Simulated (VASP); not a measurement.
# K in VASP: further runs

Runs on K. Level: PBE. Tasks: single point.

Everything below comes from runs of VASP 6.6.1. Logs are shortened: lines on timing, memory, paths and dates and some standing lists are left out, and cuts for length are marked.

## Step 1: The cell of the first run

The cell holds a wire with vacuum, 1 atom: a = 9.000 Å, b = 9.300 Å, c = 4.117 Å, α = 90.00°, β = 90.00°, γ = 90.00°.

## Step 2: Single point, PBE, collinear spin, ferromagnetic start

INCAR reads:

```
PREC = Accurate
ENCUT = 520
EDIFF = 1E-6
ISMEAR = 0
SIGMA = 0.05
LREAL = F
LASPH = T
NELM = 150
ALGO = Normal
ISIF = 2
LWAVE = F
LCHARG = F
ISPIN = 2
MAGMOM = 0.5
LORBIT = 11
GGA = PE
NBANDS = 14
```

KPOINTS reads:

```
Automatic mesh
0
Gamma
  1 1 16
```

POSCAR reads:

```
K
1.0
    9.0000000000      0.0000000000      0.0000000000
    0.0000000000      9.3000000000      0.0000000000
    0.0000000000      0.0000000000      4.1167950704
K
1
Direct
    0.5000000000      0.5000000000      0.0000000000
```

Potentials or basis: VASP PAW PBE potentials, release 64 (K_sv).

Run with:

```sh
$ cat potpaw_PBE.64/K_sv/POTCAR > POTCAR
$ mpirun -np 1 vasp_std > vasp.out
```

OUTCAR:

```text
PREC = Accurate
   ENCUT = 520
   EDIFF = 1E-6
   ISMEAR = 0
   LREAL = F
   LASPH = T
   NELM = 150
   ISIF = 2
   ISPIN = 2
   LORBIT = 11
   GGA = PE

 ion  position               nearest neighbor table
   1  0.500  0.500  0.000-

  LATTYP: Found a simple orthorhombic cell.
 ALAT       =     4.1167950704
 B/A-ratio  =     2.1861666287
 C/A-ratio  =     2.2590388496

  Lattice vectors:

 A1 = (   0.0000000000,   0.0000000000,   4.1167950704)
 A2 = (   9.0000000000,   0.0000000000,   0.0000000000)
 A3 = (   0.0000000000,   9.3000000000,   0.0000000000)

Analysis of symmetry for initial positions (statically):
=====================================================================
 Subroutine PRICEL returns:
 Original cell was already a primitive cell.

 Routine SETGRP: Setting up the symmetry group for a
 simple orthorhombic supercell.

 Subroutine GETGRP returns: Found  8 space group operations
 (whereof  8 operations were pure point group operations)
 out of a pool of  8 trial point group operations.

The static configuration has the point symmetry D_2h.

Analysis of symmetry for dynamics (positions and initial velocities):
=====================================================================
 Subroutine PRICEL returns:
 Original cell was already a primitive cell.

 Routine SETGRP: Setting up the symmetry group for a
 simple orthorhombic supercell.

 Subroutine GETGRP returns: Found  8 space group operations
 (whereof  8 operations were pure point group operations)
 out of a pool of  8 trial point group operations.

The dynamic configuration has the point symmetry D_2h.

Analysis of structural, dynamic, and magnetic symmetry:
=====================================================================
 Subroutine PRICEL returns:
 Original cell was already a primitive cell.

 Routine SETGRP: Setting up the symmetry group for a
 simple orthorhombic supercell.

 Subroutine GETGRP returns: Found  8 space group operations
 (whereof  8 operations were pure point group operations)
 out of a pool of  8 trial point group operations.

The overall configuration has the point symmetry D_2h.

 Subroutine INISYM returns: Found  8 space group operations
 (whereof  8 operations are pure point group operations),
 and found     1 'primitive' translations

----------------------------------------------------------------------------------------

                                     Primitive cell

  volume of cell :     344.5757

  direct lattice vectors                    reciprocal lattice vectors
     9.000000000  0.000000000  0.000000000     0.111111111  0.000000000  0.000000000
     0.000000000  9.300000000  0.000000000     0.000000000  0.107526882  0.000000000
     0.000000000  0.000000000  4.116795070     0.000000000  0.000000000  0.242907403

  length of vectors
     9.000000000  9.300000000  4.116795070     0.111111111  0.107526882  0.242907403

  position of ions in fractional coordinates (direct lattice)
     0.500000000  0.500000000  0.000000000

  ion indices of the primitive-cell ions
   primitive index   ion index
                 1           1

----------------------------------------------------------------------------------------

 KPOINTS: Automatic mesh

Automatic generation of k-mesh.
 Grid dimensions read from file:
 generate k-points for:    1    1   16

 Generating k-lattice:

  Cartesian coordinates                     Fractional coordinates (reciprocal lattice)
     0.111111111  0.000000000  0.000000000     1.000000000  0.000000000  0.000000000
     0.000000000  0.107526882  0.000000000     0.000000000  1.000000000  0.000000000
     0.000000000  0.000000000  0.015181713     0.000000000  0.000000000  0.062500000

  Length of vectors
     0.111111111  0.107526882  0.015181713

  Shift w.r.t. Gamma in fractional coordinates (k-lattice)
     0.000000000  0.000000000  0.000000000

 Subroutine IBZKPT returns following result:
 ===========================================

 Found      9 irreducible k-points:

 Following reciprocal coordinates:
            Coordinates               Weight
  0.000000  0.000000  0.000000      1.000000
  0.000000  0.000000  0.062500      2.000000
  0.000000  0.000000  0.125000      2.000000
  0.000000  0.000000  0.187500      2.000000
  0.000000  0.000000  0.250000      2.000000
  0.000000  0.000000  0.312500      2.000000
  0.000000  0.000000  0.375000      2.000000
  0.000000  0.000000  0.437500      2.000000
  0.000000  0.000000  0.500000      1.000000
   k-points           NKPTS =      9   k-points in BZ     NKDIM =      9   number of bands    NBANDS=     14
   number of dos      NEDOS =    301   number of ions     NIONS =      1
   total plane-waves  NPLWV = 156800
   dimension x,y,z NGX =    70 NGY =   70 NGZ =   32
   dimension x,y,z NGXF=   140 NGYF=  140 NGZF=   64
   ions per type =               1
   NGX,Y,Z   is equivalent  to a cutoff of  12.93, 12.51, 12.92 a.u.
   NGXF,Y,Z  is equivalent  to a cutoff of  25.86, 25.03, 25.84 a.u.
 SYSTEM =  unknown system
   PREC   = accura    normal or accurate (medium, high low for compatibility)
   ISTART =      0    job   : 0-new  1-cont  2-samecut
   ICHARG =      2    charge: 1-file 2-atom 10-const
   ISPIN  =      2    spin polarized calculation?
   LNONCOLLINEAR =      F non collinear calculations
   LSORBIT =      F    spin-orbit coupling
   LASPH  =      T    aspherical Exc in radial PAW
   ENCUT  =  520.0 eV  38.22 Ry    6.18 a.u.  16.73 17.29  7.65*2*pi/ulx,y,z
   NELM   =    150;   NELMIN=  2; NELMDL= -5     # of ELM steps
   EDIFF  = 0.1E-05   stopping-criterion for ELM
   LREAL  =      F    real-space projection
   EDIFFG = 0.1E-04   stopping-criterion for IOM
   NSW    =      0    number of steps for IOM
   IBRION =     -1    ionic relax: 0-MD 1-quasi-New 2-CG
   NFREE  =      0    steps in history (QN), initial steepest desc. (CG)
   ISIF   =      2    stress and relaxation
   ISYM   =      2    0-nonsym 1-usesym 2-fastsym
   POTIM  = 0.5000    time-step for ionic-motion
   TEBEG  =    0.0;   TEEND  =   0.0 temperature during run
   PSTRESS=    0.0 pullay stress
   NELECT =       9.0000    total number of electrons
   NUPDOWN=      -1.0000    fix difference up-down
   EMIN   =  10.00;   EMAX   =-10.00  energy-range for DOS
   EFERMI =   0.00;   METHOD = LEGACY
   ISMEAR =     0;   SIGMA  =   0.05  broadening in eV -4-tet -1-fermi 0-gaus
   EFERMI_NEDOS =   21; number of points for ismear=-14 and -15
   IALGO  =     38    algorithm
   IMIX   =      4    mixing-type and parameters
     AMIX     =   0.40;   BMIX     =  1.00
     AMIX_MAG =   1.60;   BMIX_MAG =  1.00
  volume/ion in A,a.u.               =     344.58      2325.31
  Fermi-wavevector in a.u.,A,eV,Ry     =   0.485729  0.917895  3.210060  0.235933
  Thomas-Fermi vector in A             =   1.486110
   LORBIT       =     11    0 simple, 1 ext, 2 COOP (PROOUT), +10 PAW based schemes
   GGA     = PE    functional components
   LHFCALC =     F    Hartree Fock is set to
   AEXX    =    0.0000 exact exchange contribution
   IVDW    =     0    specifies the selected vdW correction
   LEPSILON=     F    determine dielectric tensor
   LRPA    =     F    only Hartree local field effects (RPA)
 spin polarized calculation
 Gauss-broadening in eV      SIGMA  =   0.05
  energy-cutoff  :      520.00
  volume of cell :      344.58
 maximum number of plane-waves:      9311
 NGX is ok and might be reduce to    70

 number of electron       9.0000001 magnetization       0.0633979

 Free energy of the ion-electron system (eV)
  ---------------------------------------------------
  ext. energy  EPLUGINS =         0.00000000
  ---------------------------------------------------
  free energy    TOTEN  =        -0.63175257 eV

  energy without entropy =       -0.62896376  energy(sigma->0) =       -0.63035816

 E-fermi :  -2.0229     XC(G=0):  -2.4627

 val. band max:       -2.0471108306   @ k =   0.0000   0.0000   0.2500
 cond. band min:      -1.9986747858   @ k =   0.0000   0.0000   0.2500
 fundamental gap:      0.0484360448
 Fermi energy:        -2.0228928081

 spin component 1

 k-point     1 :       0.0000    0.0000    0.0000
  band No.  band energies     occupation
      1     -34.6124      1.00000
      2     -18.0963      1.00000
      3     -18.0948      1.00000
      4     -18.0157      1.00000
      5      -2.6998      1.00000
      6      -0.4980      0.00000
      7      -0.4299      0.00000
      8      -0.0979      0.00000
      9       0.0833      0.00000
     10       0.9110      0.00000
     11       1.6489      0.00000
     12       2.1093      0.00000
     13       2.1658      0.00000
     14       2.7929      0.00000
[... 120 lines left out ...]
 k-point     9 :       0.0000    0.0000    0.5000
  band No.  band energies     occupation
      1     -34.6050      1.00000
      2     -18.1415      1.00000
      3     -18.0829      1.00000
      4     -18.0814      1.00000
      5      -0.4864      0.00000
      6      -0.1596      0.00000
      7       0.4254      0.00000
      8       0.4472      0.00000
      9       1.7985      0.00000
     10       1.8187      0.00000
     11       1.8730      0.00000
     12       2.1947      0.00000
     13       2.2576      0.00000
     14       2.5468      0.00000
 Fermi energy:        -2.0228928081

 spin component 2

 k-point     1 :       0.0000    0.0000    0.0000
  band No.  band energies     occupation
      1     -34.6080      1.00000
      2     -18.0916      1.00000
      3     -18.0901      1.00000
      4     -18.0100      1.00000
      5      -2.6505      1.00000
      6      -0.4535      0.00000
      7      -0.3849      0.00000
      8      -0.0668      0.00000
      9       0.1113      0.00000
     10       0.9445      0.00000
     11       1.6687      0.00000
     12       2.1342      0.00000
     13       2.1892      0.00000
     14       2.8062      0.00000
[... 120 lines left out ...]
 k-point     9 :       0.0000    0.0000    0.5000
  band No.  band energies     occupation
      1     -34.6007      1.00000
      2     -18.1348      1.00000
      3     -18.0782      1.00000
      4     -18.0767      1.00000
      5      -0.4173      0.00000
      6      -0.1401      0.00000
      7       0.4777      0.00000
      8       0.4993      0.00000
      9       1.8239      0.00000
     10       1.8358      0.00000
     11       1.8982      0.00000
     12       2.2110      0.00000
     13       2.2891      0.00000
     14       2.5830      0.00000

------------------------ aborting loop because EDIFF is reached ----------------------------------------

  FORCE on cell =-STRESS in cart. coord.  units (eV):
  Direction    XX          YY          ZZ          XY          YZ          ZX
  --------------------------------------------------------------------------------------
  -------------------------------------------------------------------------------------
  Total       -0.3119651     -0.2532476      0.2156060      0.0000000      0.0000000     -0.0000000
  in kB       -1.4505473     -1.1775281      1.0025055      0.0000000      0.0000000     -0.0000000
  external PRESSURE =      -0.5418566 kB  Pullay stress =       0.0000000 kB

 VOLUME and BASIS-vectors are now :
 -----------------------------------------------------------------------------
  energy-cutoff  :      520.00
  volume of cell :      344.58
      direct lattice vectors                 reciprocal lattice vectors
     9.000000000  0.000000000  0.000000000     0.111111111  0.000000000  0.000000000
     0.000000000  9.300000000  0.000000000     0.000000000  0.107526882  0.000000000
     0.000000000  0.000000000  4.116795070     0.000000000  0.000000000  0.242907403

 POSITION                                       TOTAL-FORCE (eV/Angst)
 -----------------------------------------------------------------------------------
      4.50000      4.65000      0.00000         0.000000      0.000000      0.000000
 -----------------------------------------------------------------------------------
    total drift:                                0.000000      0.000000      0.000000

  FREE ENERGIE OF THE ION-ELECTRON SYSTEM (eV)
  ---------------------------------------------------
  free  energy   TOTEN  =        -0.6317525650 eV

  energy  without entropy=       -0.6289637648  energy(sigma->0) =       -0.63035816

 total charge

# of ion       s       p       d       tot
------------------------------------------
    1        1.990   5.538   0.003   7.531

 magnetization (x)

# of ion       s       p       d       tot
------------------------------------------
    1        0.002   0.000   0.000   0.003
```

Run time: 4.8 min. Hardware: 1 thread of Oxide Virtual Turin-like, shared host; peak memory 0.49 GiB.

Results:

| Quantity | Value |
| --- | --- |
| Free energy | -0.6318 eV |
| Net moment | 0.06 μB per cell |
| Valence electrons inside the program's atomic spheres | K 7.53 |

## Step 3: Single point, PBE, collinear spin, ferromagnetic start

This run uses another cell than the first one, of 357.24 Å³/atom, 1.037 times its volume.

INCAR reads:

```
PREC = Accurate ; ENCUT = 520
EDIFF = 1E-6 ; ISMEAR = 0
SIGMA = 0.05 ; LREAL = F
LASPH = T ; NELM = 150
ALGO = Normal ; ISIF = 2
LWAVE = F ; LCHARG = F
ISPIN = 2 ; MAGMOM = 0.5
LORBIT = 11 ; GGA = PE
NBANDS = 14
```

KPOINTS reads:

```
regular mesh
0
Gamma
  1 1 16
```

Edit POSCAR of step 2 so:

```diff
@@ -4,3 +4,3 @@
     0.0000000000      9.3000000000      0.0000000000
-    0.0000000000      0.0000000000      4.1167950704
+    0.0000000000      0.0000000000      4.2681479909
 K
```

Potentials or basis: VASP PAW PBE potentials, release 64 (K_sv).

Run with:

```sh
$ cat potpaw_PBE.64/K_sv/POTCAR > POTCAR
$ mpirun -np 1 vasp_std > vasp.out
```

Wall time 4.2 min (1 thread of Oxide Virtual Turin-like, shared host); peak memory 0.47 GiB.

The run converged. Its results:

| Property | Result |
| --- | --- |
| Free energy | -0.6357 eV |
| Net moment | 0.06 μB per cell |
| Valence electrons inside the program's atomic spheres | K 7.53 |

Levels at points of the mesh, in eV from the Fermi level:
Spin up:
```csv
k point,band 3,band 4,band 5,band 6,band 7,band 8
"(0.00, 0.00, 0.00)",-16.07,-16.01,-0.62,1.57,1.64,1.96
"(0.00, 0.00, 0.50)",-16.07,-16.06,1.44,1.74,2.48,2.50
```
Spin down:
```csv
k point,band 2,band 3,band 4,band 5,band 6,band 7
"(0.00, 0.00, 0.00)",-16.07,-16.07,-16.00,-0.58,1.61,1.68
"(0.00, 0.00, 0.50)",-16.09,-16.06,-16.06,1.50,1.76,2.52
```

## Step 4: Single point, PBE, collinear spin, ferromagnetic start

This run uses another cell than the first one: it holds 2 atoms, not 1.

INCAR reads:

```
  PREC = Accurate
  ENCUT = 520
  EDIFF = 1E-7
  ISMEAR = 0
  SIGMA = 0.05
  LREAL = False
  LASPH = True
  NELM = 150
  ALGO = Normal
  ISIF = 2
  LWAVE = False
  LCHARG = False
  ISPIN = 2
  MAGMOM = 0.5 0.5
  LORBIT = 11
  GGA = PE
  NBANDS = 20
```

KPOINTS reads:

```
Automatic mesh
0
Gamma
  1 1 8
```

POSCAR reads:

```
K
1.0
    9.0000000000      0.0000000000      0.0000000000
    0.0000000000      9.3000000000      0.0000000000
    0.0000000000      0.0000000000      8.2335901408
K
2
Direct
    0.5000000000      0.5000000000      0.0000000000
    0.5000000000      0.5000000000      0.4650000000
```

Run with:

```sh
$ cat potpaw_PBE.64/K_sv/POTCAR > POTCAR
$ mpirun -np 1 vasp_std > vasp.out
```

Run time: 10 min. Hardware: 1 thread of Oxide Virtual Turin-like, shared host; peak memory 0.87 GiB.

Results (log left out):

| Quantity | Value |
| --- | --- |
| Free energy | -1.2394 eV |
| Largest force | 0.174 eV/Å |
| Band gap on the k mesh | 0.09 eV, direct |
| Net moment | 0.00 μB per cell |
| Valence electrons inside the program's atomic spheres | K 7.53 |

Forces in eV/Å, atoms in the order of the input:
```
K    0.000  0.000 -0.174
K    0.000  0.000  0.174
```

Levels at points of the mesh, in eV from the valence-band top:
Spin up:
| k point | band 7 | band 8 | band 9 | band 10 | band 11 | band 12 |
| --- | --- | --- | --- | --- | --- | --- |
| (0.00, 0.00, 0.00) | -16.02 | -15.95 | -0.61 | 1.58 | 1.61 | 1.65 |
| (0.00, 0.00, 0.50) | -16.03 | -15.99 | 0.00 | 0.09 | 1.89 | 1.94 |
Spin down:
```csv
k point,band 5,band 6,band 7,band 8,band 9,band 10,band 11,band 12,band 13,band 14
"(0.00, 0.00, 0.00)",-16.04,-16.02,-16.02,-15.95,-0.61,1.58,1.61,1.65,1.91,2.00
"(0.00, 0.00, 0.50)",-16.04,-16.03,-16.03,-15.99,0.00,0.09,1.89,1.94,2.02,2.07
```

(Continued in part 2 of 2.)
